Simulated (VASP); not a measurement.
Wanted: the native input for a VASP 6.6.1 run.

| Item | Value |
| --- | --- |
| Task | relaxation of cell and atoms |
| Functional | PBEsol |
| Potentials or basis | VASP PAW PBE potentials, release 64 (Zn) |
| Cutoff | 600 eV |
| k mesh | 20 × 20 × 10 |
| Occupations | fermi-dirac, width 0.1 eV |
| Spin | no spin polarisation |
| Dipole correction | no |
| Further INCAR settings | ALGO = Normal; EDIFF = 1e-06; IBRION = 2; EDIFFG = -0.01; NSW = 60; ISIF = 3 |

The structure of Zn lies in POSCAR:

```
Zn
1.0
    2.6700000000      0.0000000000      0.0000000000
   -1.3350000000      2.3122900000      0.0000000000
    0.0000000000      0.0000000000      4.9660000000
Zn
2
Direct
    0.3333333333      0.6666666667      0.2500000000
    0.6666666667      0.3333333333      0.7500000000
```

The input as run:

INCAR

```
ALGO = Normal
EDIFF = 1E-6
EDIFFG = -0.01
ENCUT = 600
GGA = PS
IBRION = 2
ISIF = 3
ISMEAR = -1
LASPH = T
LCHARG = F
LREAL = F
LWAVE = F
NELM = 100
NSW = 60
PREC = Accurate
SIGMA = 0.1
```

KPOINTS

```
k-points
0
Gamma
  20 20 10
```

Potentials or basis: VASP PAW PBE potentials, release 64 (Zn).

Command:

```sh
$ cat potpaw_PBE.64/Zn/POTCAR > POTCAR
$ mpirun -np 1 vasp_std > vasp.out
```

It gave:

| Quantity | Value |
| --- | --- |
| Relaxed volume | 14.08 Å³/atom |
| Relaxed cell | a = 2.639 Å, b = 2.639 Å, c = 4.671 Å, α = 90.00°, β = 90.00°, γ = 120.00° |
| Space group after relaxing (to 0.1 Å) | P6_3/mmc (No. 194) |
| Energy gained by relaxing | 21.0 meV/atom |
| Ionic steps | 12 |
| Pressure after relaxing | 0.1 GPa |
| Band gap on the k mesh | zero (bands 12 and 13 overlap by 4.07 eV) |

Caveat: the PAW data sets were made with another functional, which shifts forces and pressure a little.

It took 6.2 min on 1 thread of AMD EPYC 9R45 96-Core Processor (Zen 5), with other jobs on the host, peak memory 0.24 GiB.
